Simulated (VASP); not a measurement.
Set up this calculation in VASP 6.6.1, as the native input.

| Property | Result |
| --- | --- |
| Task | single point |
| Functional | PBE |
| Potentials or basis | VASP PAW PBE potentials, release 64 (Hf_pv, O) |
| Cutoff | 520 eV |
| k mesh | 6 × 6 × 6 |
| Occupations | gaussian, width 0.05 eV |
| Spin | no spin polarisation |
| Dipole correction | no |
| Further INCAR settings | ALGO = Normal; EDIFF = 1e-07; NBANDS = 31 |

The structure of HfO2 lies in POSCAR:

```
HfO2
1.0
    0.0000000000     -2.5489194559     -2.5489194559
    0.0000000000      2.5489194559     -2.5489194559
    5.0978389119      0.0000000000      0.0000000000
Hf O
2 4
Direct
    0.5102788654      0.4897211346      0.5000000000
   -0.0102788654      0.0102788654      0.0000000000
    0.0000749786      0.5000749786      0.7153971020
    0.4999250214     -0.0000749786      0.2846028980
    0.0000749786      0.5000749786      0.2153971020
    0.4999250214     -0.0000749786      0.7846028980
```

This cell differs from its parent crystal: mode 1 frozen in at -0.176 Å and mode 5 at -0.052 Å (largest displacements).

These files were run (other wordings do the same):

INCAR

```
SYSTEM = HfO2
PREC     = Accurate       ! precision mode
ENCUT    = 520            ! plane-wave cutoff, eV
EDIFF    = 1E-7           ! SCF threshold, eV
ISMEAR   = 0              ! smearing method
SIGMA    = 0.05           ! smearing width, eV
LREAL    = .False.        ! projectors in reciprocal space
LASPH    = .True.         ! aspherical terms in the spheres
NELM     = 100            ! most SCF steps
ALGO     = Normal         ! electronic algorithm
ISIF     = 2              ! what is computed and relaxed
LWAVE    = .False.        ! write WAVECAR
LCHARG   = .True.         ! write CHGCAR
GGA      = PE             ! functional
LELF     = .True.         ! ELF
LVHAR    = .True.       
NBANDS   = 31             ! bands
```

KPOINTS

```
regular mesh
0
Gamma
  6 6 6
  0 0 0
```

Potentials or basis: VASP PAW PBE potentials, release 64 (Hf_pv, O).

Run with:

```bash
$ cat potpaw_PBE.64/Hf_pv/POTCAR potpaw_PBE.64/O/POTCAR > POTCAR
$ mpirun -np 1 vasp_std > vasp.out
```

It gave:

The pressure is -0.6 GPa, the largest force is 0.402 eV/Å and the band gap on the k mesh is 4.38 eV, indirect (least direct gap 4.47 eV).

Caveat: the cell differs from its parent crystal (mode 1 frozen in at -0.176 Å and mode 5 at -0.052 Å (largest displacements)); spin-orbit coupling is left out, which moves the levels of the heavy elements.

Wall time 67 s on 1 thread of Intel(R) Xeon(R) Platinum 8559C (Emerald Rapids), on a shared host, peak memory 0.26 GiB.
